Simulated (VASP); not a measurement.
# CaSe in VASP: notebook

Runs on CaSe. Level: PBE. Tasks: relaxation of cell and atoms, single point.

Everything below comes from runs of VASP 6.6.1. Logs are shortened: lines on timing, memory, paths and dates and some standing lists are left out, and cuts for length are marked.

### Step 1. The cell of the first run

It takes space group Fm-3m (No. 225, cubic). Conventional cell: a = 5.960 Å, b = 5.960 Å, c = 5.960 Å, α = 90.00°, β = 90.00°, γ = 90.00°. Ca (site symmetry m-3m) has 6 Se at 2.98 Å within 3.9 Å. Within 3.9 Å of Se (site symmetry m-3m) lie 6 Ca at 2.98 Å.

### Step 2. Relaxation of cell and atoms, PBE

Contents of INCAR:

```
SYSTEM = CaSe
  ALGO = Normal
  EDIFF = 1E-7
  EDIFFG = -0.01
  ENCUT = 600
  GGA = PE
  IBRION = 2
  ISIF = 3
  ISMEAR = 0
  LASPH = .TRUE.
  LCHARG = .FALSE.
  LREAL = .FALSE.
  LWAVE = .FALSE.
  NELM = 100
  NSW = 100
  PREC = Accurate
  SIGMA = 0.02
```

Contents of KPOINTS:

```
k-points
0
G
  8 8 8
  0 0 0
```

Contents of POSCAR:

```
CaSe
1.0
    0.0000000000      2.9802363369      2.9802363369
    2.9802363369      0.0000000000      2.9802363369
    2.9802363369      2.9802363369      0.0000000000
Ca Se
1 1
Direct
    0.5000000000      0.5000000000      0.5000000000
    0.0000000000      0.0000000000      0.0000000000
```

Potentials or basis: VASP PAW PBE potentials, release 64 (Ca_sv, Se).

Command:

```sh
$ cat potpaw_PBE.64/Ca_sv/POTCAR potpaw_PBE.64/Se/POTCAR > POTCAR
$ mpirun -np 1 vasp_std > vasp.out
```

OUTCAR:

```text
SYSTEM = CaSe
   EDIFF = 1E-7
   EDIFFG = -0.01
   ENCUT = 600
   GGA = PE
   IBRION = 2
   ISIF = 3
   ISMEAR = 0
   LASPH = .TRUE.
   LREAL = .FALSE.
   NELM = 100
   NSW = 100
   PREC = Accurate

 ion  position               nearest neighbor table
   1  0.500  0.500  0.500-   2 2.98   2 2.98   2 2.98   2 2.98   2 2.98   2 2.98
   2  0.000  0.000  0.000-   1 2.98   1 2.98   1 2.98   1 2.98   1 2.98   1 2.98

  LATTYP: Found a face centered cubic cell.
 ALAT       =     5.9604726738

  Lattice vectors:

 A1 = (   0.0000000000,   2.9802363369,   2.9802363369)
 A2 = (   2.9802363369,   0.0000000000,   2.9802363369)
 A3 = (   2.9802363369,   2.9802363369,   0.0000000000)

Analysis of symmetry for initial positions (statically):
=====================================================================
 Subroutine PRICEL returns:
 Original cell was already a primitive cell.

 Routine SETGRP: Setting up the symmetry group for a
 face centered cubic supercell.

 Subroutine GETGRP returns: Found 48 space group operations
 (whereof 48 operations were pure point group operations)
 out of a pool of 48 trial point group operations.

The static configuration has the point symmetry O_h .

Analysis of symmetry for dynamics (positions and initial velocities):
=====================================================================
 Subroutine PRICEL returns:
 Original cell was already a primitive cell.

 Routine SETGRP: Setting up the symmetry group for a
 face centered cubic supercell.

 Subroutine GETGRP returns: Found 48 space group operations
 (whereof 48 operations were pure point group operations)
 out of a pool of 48 trial point group operations.

The dynamic configuration has the point symmetry O_h .

 Subroutine INISYM returns: Found 48 space group operations
 (whereof 48 operations are pure point group operations),
 and found     1 'primitive' translations

----------------------------------------------------------------------------------------

                                     Primitive cell

  volume of cell :      52.9398

  direct lattice vectors                    reciprocal lattice vectors
     0.000000000  2.980236337  2.980236337    -0.167771929  0.167771929  0.167771929
     2.980236337  0.000000000  2.980236337     0.167771929 -0.167771929  0.167771929
     2.980236337  2.980236337  0.000000000     0.167771929  0.167771929 -0.167771929

  length of vectors
     4.214690647  4.214690647  4.214690647     0.290589506  0.290589506  0.290589506

  position of ions in fractional coordinates (direct lattice)
     0.500000000  0.500000000  0.500000000
     0.000000000  0.000000000  0.000000000

  ion indices of the primitive-cell ions
   primitive index   ion index
                 1           1
                 2           2

----------------------------------------------------------------------------------------

 KPOINTS: k-points

Automatic generation of k-mesh.
 Grid dimensions read from file:
 generate k-points for:    8    8    8

 Generating k-lattice:

  Cartesian coordinates                     Fractional coordinates (reciprocal lattice)
    -0.020971491  0.020971491  0.020971491     0.125000000  0.000000000  0.000000000
     0.020971491 -0.020971491  0.020971491     0.000000000  0.125000000  0.000000000
     0.020971491  0.020971491 -0.020971491     0.000000000  0.000000000  0.125000000

  Length of vectors
     0.036323688  0.036323688  0.036323688

  Shift w.r.t. Gamma in fractional coordinates (k-lattice)
     0.000000000  0.000000000  0.000000000

 Subroutine IBZKPT returns following result:
[... 55 lines left out ...]
   ISIF   =      3    stress and relaxation
   ISYM   =      2    0-nonsym 1-usesym 2-fastsym
   POTIM  = 0.5000    time-step for ionic-motion
   TEBEG  =    0.0;   TEEND  =   0.0 temperature during run
   PSTRESS=    0.0 pullay stress
   NELECT =      16.0000    total number of electrons
   NUPDOWN=      -1.0000    fix difference up-down
   EMIN   =  10.00;   EMAX   =-10.00  energy-range for DOS
   EFERMI =   0.00;   METHOD = LEGACY
   ISMEAR =     0;   SIGMA  =   0.02  broadening in eV -4-tet -1-fermi 0-gaus
   EFERMI_NEDOS =   21; number of points for ismear=-14 and -15
   IALGO  =     38    algorithm
   IMIX   =      4    mixing-type and parameters
     AMIX     =   0.40;   BMIX     =  1.00
     AMIX_MAG =   1.60;   BMIX_MAG =  1.00
  volume/ion in A,a.u.               =      26.47       178.63
  Fermi-wavevector in a.u.,A,eV,Ry     =   1.098637  2.076122 16.422269  1.207003
  Thomas-Fermi vector in A             =   2.235018
   LORBIT       =      0    0 simple, 1 ext, 2 COOP (PROOUT), +10 PAW based schemes
   GGA     = PE    functional components
   LHFCALC =     F    Hartree Fock is set to
   AEXX    =    0.0000 exact exchange contribution
   IVDW    =     0    specifies the selected vdW correction
   LEPSILON=     F    determine dielectric tensor
   LRPA    =     F    only Hartree local field effects (RPA)
 conjugate gradient relaxation of ions
 non-spin polarized calculation
 Gauss-broadening in eV      SIGMA  =   0.02
  energy-cutoff  :      600.00
  volume of cell :       52.94
 maximum number of plane-waves:      1807
 NGX is ok and might be reduce to    36

--------------------------------------- Ionic step        1  -------------------------------------------

 number of electron      16.0000001 magnetization

 Free energy of the ion-electron system (eV)
  ---------------------------------------------------
  ext. energy  EPLUGINS =         0.00000000
  ---------------------------------------------------
  free energy    TOTEN  =        -9.48610837 eV

  energy without entropy =       -9.48610837  energy(sigma->0) =       -9.48610837

------------------------ aborting loop because EDIFF is reached ----------------------------------------

  FORCE on cell =-STRESS in cart. coord.  units (eV):
  Direction    XX          YY          ZZ          XY          YZ          ZX
  --------------------------------------------------------------------------------------
  -------------------------------------------------------------------------------------
  Total        0.0393248      0.0393248      0.0393248      0.0000000      0.0000000      0.0000000
  in kB        1.1901329      1.1901329      1.1901329      0.0000000      0.0000000      0.0000000
  external PRESSURE =       1.1901329 kB  Pullay stress =       0.0000000 kB

 VOLUME and BASIS-vectors are now :
 -----------------------------------------------------------------------------
  energy-cutoff  :      600.00
  volume of cell :       52.94
      direct lattice vectors                 reciprocal lattice vectors
     0.000000000  2.980236337  2.980236337    -0.167771929  0.167771929  0.167771929
     2.980236337  0.000000000  2.980236337     0.167771929 -0.167771929  0.167771929
     2.980236337  2.980236337  0.000000000     0.167771929  0.167771929 -0.167771929

 POSITION                                       TOTAL-FORCE (eV/Angst)
 -----------------------------------------------------------------------------------
      2.98024      2.98024      2.98024         0.000000      0.000000      0.000000
      0.00000      0.00000      0.00000        -0.000000     -0.000000     -0.000000
 -----------------------------------------------------------------------------------
    total drift:                                0.000000      0.000000      0.000000

  FREE ENERGIE OF THE ION-ELECTRON SYSTEM (eV)
  ---------------------------------------------------
  free  energy   TOTEN  =        -9.4861083668 eV

  energy  without entropy=       -9.4861083668  energy(sigma->0) =       -9.48610837

--------------------------------------- Ionic step        2  -------------------------------------------

 number of electron      16.0000001 magnetization

 Free energy of the ion-electron system (eV)
  ---------------------------------------------------
  ext. energy  EPLUGINS =         0.00000000
  ---------------------------------------------------
  free energy    TOTEN  =        -9.48615533 eV

  energy without entropy =       -9.48615533  energy(sigma->0) =       -9.48615533

 E-fermi :   2.4473     XC(G=0):  -9.0472

 val. band max:        2.2713090885   @ k =   0.0000   0.0000   0.0000
 cond. band min:       4.3545577448   @ k =   0.5000   0.5000   0.0000
 fundamental gap:      2.0832486563
 Fermi energy:         2.4473117354

 k-point     1 :       0.0000    0.0000    0.0000
  band No.  band energies     occupation
      1     -37.5568      2.00000
      2     -18.5463      2.00000
      3     -18.5463      2.00000
      4     -18.5463      2.00000
      5      -9.4399      2.00000
      6       2.2713      2.00000
      7       2.2713      2.00000
      8       2.2713      2.00000
      9       5.4769      0.00000
     10       5.9846      0.00000
     11       5.9846      0.00000
     12       5.9846      0.00000
[... 331 lines left out ...]
 k-point    24 :      -0.3750    0.2500    0.1250
  band No.  band energies     occupation
      1     -37.5500      2.00000
      2     -18.6285      2.00000
      3     -18.5757      2.00000
      4     -18.5615      2.00000
      5      -8.7995      2.00000
      6      -0.4754      2.00000
      7       0.6995      2.00000
      8       1.0826      2.00000
      9       6.7155      0.00000
     10       6.9949      0.00000
     11       7.9215      0.00000
     12       8.1758      0.00000

 [... further k-points ...]
[... 5 lines left out ...]
  --------------------------------------------------------------------------------------
  -------------------------------------------------------------------------------------
  Total       -0.0058325     -0.0058325     -0.0058325      0.0000000     -0.0000000      0.0000000
  in kB       -0.1760143     -0.1760143     -0.1760143      0.0000000     -0.0000000      0.0000000
  external PRESSURE =      -0.1760143 kB  Pullay stress =       0.0000000 kB

 VOLUME and BASIS-vectors are now :
 -----------------------------------------------------------------------------
  energy-cutoff  :      600.00
  volume of cell :       53.09
      direct lattice vectors                 reciprocal lattice vectors
     0.000000000  2.983063292  2.983063292    -0.167612937  0.167612937  0.167612937
     2.983063292  0.000000000  2.983063292     0.167612937 -0.167612937  0.167612937
     2.983063292  2.983063292  0.000000000     0.167612937  0.167612937 -0.167612937

 POSITION                                       TOTAL-FORCE (eV/Angst)
 -----------------------------------------------------------------------------------
      2.98306      2.98306      2.98306        -0.000000     -0.000000      0.000000
      5.96613      2.98306      2.98306         0.000000      0.000000     -0.000000
 -----------------------------------------------------------------------------------
    total drift:                                0.000000      0.000000      0.000000

  FREE ENERGIE OF THE ION-ELECTRON SYSTEM (eV)
  ---------------------------------------------------
  free  energy   TOTEN  =        -9.4861553265 eV

  energy  without entropy=       -9.4861553265  energy(sigma->0) =       -9.48615533

 reached required accuracy - stopping structural energy minimisation
```

Run time: 23 s. Hardware: 1 thread of Intel Xeon Platinum 8488C (Sapphire Rapids), shared host; peak memory 0.21 GiB.

What came out:

```
Free energy                            : -9.4862 eV
Relaxed volume                         : 26.55 Å³/atom
Relaxed cell                           : a = 4.219 Å, b = 4.219 Å, c = 4.219 Å, α = 60.00°, β = 60.00°, γ = 60.00°
Space group after relaxing (to 0.05 Å) : Fm-3m (No. 225)
Energy gained by relaxing              : 0.0 meV/atom
Ionic steps                            : 2
Pressure after relaxing                : 0.0 GPa
Band gap on the k mesh                 : 2.08 eV, indirect (least direct gap 2.99 eV)
```

Final structure:
```
Ca Se
1.0
     0.00000    2.98306    2.98306
     2.98306    0.00000    2.98306
     2.98306    2.98306    0.00000
Ca Se
1 1
Direct
  0.50000 0.50000 0.50000
  0.00000 0.00000 0.00000
```

Levels at points of the mesh, in eV from the valence-band top:
| k point | band 6 | band 7 | band 8 | band 9 | band 10 | band 11 |
| --- | --- | --- | --- | --- | --- | --- |
| (0.00, 0.00, 0.00) | 0.00 | 0.00 | 0.00 | 3.21 | 3.71 | 3.71 |
| (0.50, 0.00, 0.00) | -3.19 | -1.14 | -1.14 | 4.47 | 5.41 | 5.44 |
| (0.50, 0.50, 0.00) | -2.45 | -0.91 | -0.91 | 2.08 | 4.94 | 4.99 |

### Step 3. Single point, PBE

This run uses another cell than the first one: it holds 4 atoms, not 2.

Contents of INCAR:

```
ALGO     = Normal         # electronic algorithm
EDIFF    = 1E-7           # SCF threshold, eV
ENCUT    = 520            # plane-wave cutoff, eV
GGA      = PE             # functional
ISIF     = 2              # what is computed and relaxed
ISMEAR   = 0              # smearing method
LASPH    = True           # aspherical terms in the spheres
LCHARG   = False          # write CHGCAR
LREAL    = False          # projectors in reciprocal space
LWAVE    = False          # write WAVECAR
NBANDS   = 24             # bands
NELM     = 80             # most SCF steps
PREC     = Accurate       # precision mode
SIGMA    = 0.1            # smearing width, eV
```

Contents of KPOINTS:

```
k-points
0
Gamma
  6 4 4
```

Contents of POSCAR:

```
CaSe
1.0
    4.2145733902      0.0000000000     -0.0520241025
    0.0000000000      5.9585646652      0.0000000000
   -4.1604617781      0.0000000000      4.2675130135
Ca Se
2 2
Direct
    1.0000105430      0.7499682666      0.9999595219
    1.0000105430      0.2500317334      0.4999595219
   -0.0000105430      0.2498973670      0.0000404781
   -0.0000105430      0.7501026330      0.5000404781
```

Potentials or basis: VASP PAW PBE potentials, release 64 (Ca_sv, Se).

Command:

```sh
$ cat potpaw_PBE.64/Ca_sv/POTCAR potpaw_PBE.64/Se/POTCAR > POTCAR
$ mpirun -np 1 vasp_std > vasp.out
```

Wall time 76 s (1 thread of Intel Xeon Platinum 8488C (Sapphire Rapids), shared host); peak memory 0.31 GiB.

The run converged. Its results:

* Free energy: -18.9696 eV
* Pressure: 0.1 GPa
* Largest force: 0.003 eV/Å
* Band gap on the k mesh: 2.08 eV

Forces on the atoms (eV/Å):
```
Ca  -0.001  0.000  0.001
Ca  -0.001  0.000  0.001
Se   0.001  0.003 -0.001
Se   0.001 -0.003 -0.001
```

Levels at points of the mesh, in eV from the valence-band top:
| k point | band 13 | band 14 | band 15 | band 16 | band 17 | band 18 | band 19 | band 20 |
| --- | --- | --- | --- | --- | --- | --- | --- | --- |
| (0.00, 0.00, 0.00) | -0.91 | 0.00 | 0.00 | 0.00 | 2.08 | 3.22 | 3.71 | 3.71 |
| (0.50, 0.00, 0.00) | -0.91 | -0.91 | -0.91 | -0.91 | 2.08 | 2.08 | 4.95 | 4.95 |
| (0.00, 0.50, 0.00) | -0.60 | -0.60 | -0.60 | -0.59 | 2.76 | 2.76 | 4.38 | 4.38 |
| (0.50, 0.50, 0.00) | -1.93 | -1.93 | -1.63 | -1.63 | 4.38 | 4.38 | 4.38 | 4.38 |
| (0.00, 0.00, 0.50) | -1.46 | -1.46 | -1.09 | -1.09 | 4.72 | 4.72 | 4.84 | 4.84 |
| (0.50, 0.00, 0.50) | -1.46 | -1.46 | -1.10 | -1.10 | 4.72 | 4.72 | 4.84 | 4.84 |
| (0.00, 0.50, 0.50) | -1.15 | -1.15 | -1.15 | -1.15 | 4.48 | 4.48 | 5.41 | 5.41 |
| (0.50, 0.50, 0.50) | -1.15 | -1.15 | -1.15 | -1.15 | 4.48 | 4.48 | 5.41 | 5.41 |

A k mesh can miss the band edges.
